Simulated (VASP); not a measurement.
# TaN (P6/mmm) in VASP: notebook, part 2 of 2

VASP 6.6.1. The steps go on from the part before.

### Step 4. Electric field gradients, LDA (equal xx and yy strain of +1 %)

INCAR

```
SYSTEM = TaN
PREC = Accurate
ENCUT = 520
EDIFF = 1E-8
ISMEAR = -1
SIGMA = 0.03
LREAL = .FALSE.
LASPH = .TRUE.
NELM = 80
ALGO = Normal
ISIF = 2
LWAVE = .FALSE.
LCHARG = .FALSE.
GGA = CA
LEFG = .TRUE.
NBANDS = 33
```

KPOINTS

```
regular mesh
0
G
  5 5 8
  0 0 0
```

POSCAR

```
TaN
1.0
    5.2368492484      0.0000000000      0.0000000000
   -2.6184246242      4.5352444848      0.0000000000
    0.0000000000      0.0000000000      2.9080000000
Ta N
3 3
Direct
    0.0000000000      0.0000000000      0.0000000000
    0.3333333333      0.6666666667      0.5000000000
    0.6666666667      0.3333333333      0.5000000000
    0.5000000000      0.0000000000      0.0000000000
    0.5000000000      0.5000000000      0.0000000000
    0.0000000000      0.5000000000      0.0000000000
```

Potentials or basis: VASP PAW LDA potentials, release 64 (Ta_pv, N).

The run is started by

```sh
> cat potpaw_LDA.64/Ta_pv/POTCAR potpaw_LDA.64/N/POTCAR > POTCAR
> mpirun -np 1 vasp_std > vasp.out
```

OUTCAR:

```text
SYSTEM = TaN
   PREC = Accurate
   ENCUT = 520
   EDIFF = 1E-8
   ISMEAR = -1
   LREAL = .FALSE.
   LASPH = .TRUE.
   NELM = 80
   ISIF = 2
   GGA = CA

 ion  position               nearest neighbor table
   1  0.000  0.000  0.000-   5 2.62   6 2.62   6 2.62   5 2.62   4 2.62   4 2.62   3 3.35   3 3.35
                             2 3.35   2 3.35   2 3.35   3 3.35   2 3.35   3 3.35   2 3.35   3 3.35
   2  0.333  0.667  0.500-   4 2.10   4 2.10   6 2.10   6 2.10   5 2.10   5 2.10   3 3.02   3 3.02
                             3 3.02   1 3.35   1 3.35   1 3.35   1 3.35   1 3.35   1 3.35
   3  0.667  0.333  0.500-   4 2.10   4 2.10   6 2.10   6 2.10   5 2.10   5 2.10   2 3.02   2 3.02
                             2 3.02   1 3.35   1 3.35   1 3.35   1 3.35   1 3.35   1 3.35
   4  0.500  0.000  0.000-   2 2.10   3 2.10   2 2.10   3 2.10   1 2.62   1 2.62
   5  0.500  0.500  0.000-   2 2.10   3 2.10   2 2.10   3 2.10   1 2.62   1 2.62
[... 1113 lines left out ...]

 Electric field gradients after diagonalization (V/A^2)
 (convention: |V_zz| > |V_xx| > |V_yy|)
----------------------------------------------------------------------
 ion       V_xx      V_yy      V_zz     asymmetry (V_yy - V_xx)/ V_zz
----------------------------------------------------------------------
   1     170.390   170.390  -340.780       0.000
   2     182.604   182.603  -365.207       0.000
   3     182.604   182.603  -365.207       0.000
   4     -27.345    -4.767    32.111       0.703
   5     -27.346    -4.767    32.113       0.703
   6     -27.345    -4.767    32.111       0.703
----------------------------------------------------------------------

           NMR quadrupolar parameters

 Cq : quadrupolar parameter    Cq=e*Q*V_zz/h
 eta: asymmetry parameters     (V_yy - V_xx)/ V_zz
 Q  : nuclear electric quadrupole moment in mb (millibarn)
----------------------------------------------------------------------
 ion       Cq(MHz)       eta       Q (mb)
----------------------------------------------------------------------
   1      -0.824       0.000       1.000
   2      -0.883       0.000       1.000
   3      -0.883       0.000       1.000
   4       0.078       0.703       1.000
   5       0.078       0.703       1.000
   6       0.078       0.703       1.000
----------------------------------------------------------------------
```

Wall time 91 s (1 thread of AMD EPYC 7R13, shared host); peak memory 0.16 GiB.

Results:

* Free energy: -71.3028 eV
* Pressure: -8.4 GPa
* Band gap on the k mesh: zero (bands 24 and 25 overlap by 2.11 eV)
* Largest electric field gradient by atom: Ta -340.8, -365.2 (each value once); N +32.1 V/Å²

Stress tensor (GPa, compression positive):
```
-8.30  0.00  0.00
 0.00 -8.30  0.00
 0.00  0.00 -8.74
```

Electric field gradients, principal values (V/Å²):
```csv
atom,least,middle,greatest (by size)
1 Ta,170.390,170.390,-340.780
2 Ta,182.603,182.604,-365.207
3 Ta,182.603,182.604,-365.207
4 N,-4.767,-27.345,32.111
5 N,-4.767,-27.346,32.113
6 N,-4.767,-27.345,32.111
```

Caveat: the cell differs from its parent crystal (equal xx and yy strain of +1 %); the cell stands under tension; without QUAD_EFG the Cq values of the log hold for a quadrupole moment of 1 mb, not for the nuclei; spin-orbit coupling is left out, which moves the levels of the heavy elements.

### Step 5. Electric field gradients, LDA (11.40 Å³/atom)

This run uses another cell than the first one, of 11.40 Å³/atom.

INCAR

```
  PREC = Accurate
  ENCUT = 520
  EDIFF = 1E-8
  ISMEAR = -1
  SIGMA = 0.03
  LREAL = False
  LASPH = True
  NELM = 120
  ALGO = Normal
  ISIF = 2
  LWAVE = False
  LCHARG = False
  LEFG = True
  NBANDS = 36
  GGA_COMPAT = False
```

KPOINTS

```
Automatic mesh
0
Gamma
  5 5 8
```

POSCAR: that of step 4 with these lines changed.

```diff
@@ -2,5 +2,5 @@
 1.0
-    5.2368492484      0.0000000000      0.0000000000
-   -2.6184246242      4.5352444848      0.0000000000
-    0.0000000000      0.0000000000      2.9080000000
+    5.2022252935      0.0000000000      0.0000000000
+   -2.6011126468      4.5052592604      0.0000000000
+    0.0000000000      0.0000000000      2.9176612005
 Ta N
```

Potentials or basis: VASP PAW LDA potentials, release 64 (Ta_sv_GW, N).

The run is started by

```sh
> cat potpaw_LDA.64/Ta_sv_GW/POTCAR potpaw_LDA.64/N/POTCAR > POTCAR
> mpirun -np 1 vasp_std > vasp.out
```

OUTCAR:

```text
PREC = Accurate
   ENCUT = 520
   EDIFF = 1E-8
   ISMEAR = -1
   LREAL = False
   LASPH = True
   NELM = 120
   ISIF = 2

 ion  position               nearest neighbor table
   1  0.000  0.000  0.000-
   2  0.333  0.667  0.500-   6 2.09   6 2.09   4 2.09   4 2.09   5 2.09   5 2.09   3 3.00   3 3.00
                             3 3.00
   3  0.667  0.333  0.500-   6 2.09   6 2.09   4 2.09   4 2.09   5 2.09   5 2.09   2 3.00   2 3.00
                             2 3.00
   4  0.500  0.000  0.000-   2 2.09   3 2.09   2 2.09   3 2.09
   5  0.500  0.500  0.000-   2 2.09   3 2.09   2 2.09   3 2.09
   6  0.000  0.500  0.000-   2 2.09   3 2.09   2 2.09   3 2.09

  LATTYP: Found a hexagonal cell.
 ALAT       =     5.2022252935
 C/A-ratio  =     0.5608486822

[... 1175 lines left out ...]
   4      33.061   -28.525    -4.537     0.001     0.000     0.000
   5     -13.129    17.665    -4.536    26.669     0.000    -0.000
   6     -13.129    17.666    -4.537   -26.667    -0.000    -0.000
---------------------------------------------------------------------

 Electric field gradients after diagonalization (V/A^2)
 (convention: |V_zz| > |V_xx| > |V_yy|)
----------------------------------------------------------------------
 ion       V_xx      V_yy      V_zz     asymmetry (V_yy - V_xx)/ V_zz
----------------------------------------------------------------------
   1     205.088   205.087  -410.175       0.000
   2     191.634   191.633  -383.267       0.000
   3     191.634   191.633  -383.267       0.000
   4     -28.525    -4.537    33.061       0.726
   5     -28.526    -4.536    33.062       0.726
   6     -28.525    -4.537    33.061       0.726
----------------------------------------------------------------------

           NMR quadrupolar parameters

 Cq : quadrupolar parameter    Cq=e*Q*V_zz/h
 eta: asymmetry parameters     (V_yy - V_xx)/ V_zz
 Q  : nuclear electric quadrupole moment in mb (millibarn)
----------------------------------------------------------------------
 ion       Cq(MHz)       eta       Q (mb)
----------------------------------------------------------------------
   1      -0.992       0.000       1.000
   2      -0.927       0.000       1.000
   3      -0.927       0.000       1.000
   4       0.080       0.726       1.000
   5       0.080       0.726       1.000
   6       0.080       0.726       1.000
----------------------------------------------------------------------
```

stdout:

```text
POSCAR found type information on POSCAR TaN
 POSCAR found :  2 types and       6 ions
 scaLAPACK will be used
 LDA part: xc-table for (Slater(with rela. corr.)+CA(PZ))
 , standard interpolation
 POSCAR, INCAR and KPOINTS ok, starting setup
 FFT: planning ... GRIDC
 FFT: planning ... GRID_SOFT
 FFT: planning ... GRID
 WAVECAR not read
 entering main loop
ion   1

ion   2

ion   3

ion   4

ion   5

ion   6
```

It took 84 s on 1 thread of AMD EPYC 9R45 (Zen 5), shared host; peak memory 0.16 GiB.

What came out:

- Free energy: -78.8736 eV
- Pressure: -7.2 GPa
- Band gap on the k mesh: zero (bands 27 and 28 overlap by 2.11 eV)
- Largest electric field gradient by atom: Ta -410.2, -383.3 (each value once); N +33.1 V/Å²

Stress tensor (GPa, compression positive):
```
-6.12  0.00  0.00
 0.00 -6.12  0.00
 0.00  0.00 -9.28
```

Electric field gradients, principal values (V/Å²):
```csv
atom,least,middle,greatest (by size)
1 Ta,205.087,205.088,-410.175
2 Ta,191.633,191.634,-383.267
3 Ta,191.633,191.634,-383.267
4 N,-4.537,-28.525,33.061
5 N,-4.536,-28.526,33.062
6 N,-4.537,-28.525,33.061
```

Caveat: the cell stands under tension; without QUAD_EFG the Cq values of the log hold for a quadrupole moment of 1 mb, not for the nuclei; spin-orbit coupling is left out, which moves the levels of the heavy elements.

### Step 6. Summary

```tsv
potentials or basis	cell	gap on the mesh (eV)	pressure (GPa)
VASP PAW LDA potentials, release 64 (Ta_pv, N)	a = 5.133, b = 5.133, c = 2.908 Å, angles 90.0, 90.0, 120.0°, 6 atoms	none	3.0
VASP PAW LDA potentials, release 64 (Ta_pv, N)	a = 5.237, b = 5.237, c = 2.908 Å, angles 90.0, 90.0, 120.0°, 6 atoms	none	-8.4
VASP PAW LDA potentials, release 64 (Ta_sv_GW, N)	a = 5.202, b = 5.202, c = 2.918 Å, angles 90.0, 90.0, 120.0°, 6 atoms	none	-7.2
```

Alike in all rows: task electric field gradients; level LDA; no spin polarisation; k mesh 5 × 5 × 8; cutoff (eV) 520; smearing fermi-dirac 0.03 eV.

Caveats: spin-orbit coupling is left out, which moves the levels of the heavy elements; the cell stands under tension (at least some runs).

Total energies depend on the potentials used, so only differences within one code and one set of settings carry meaning.
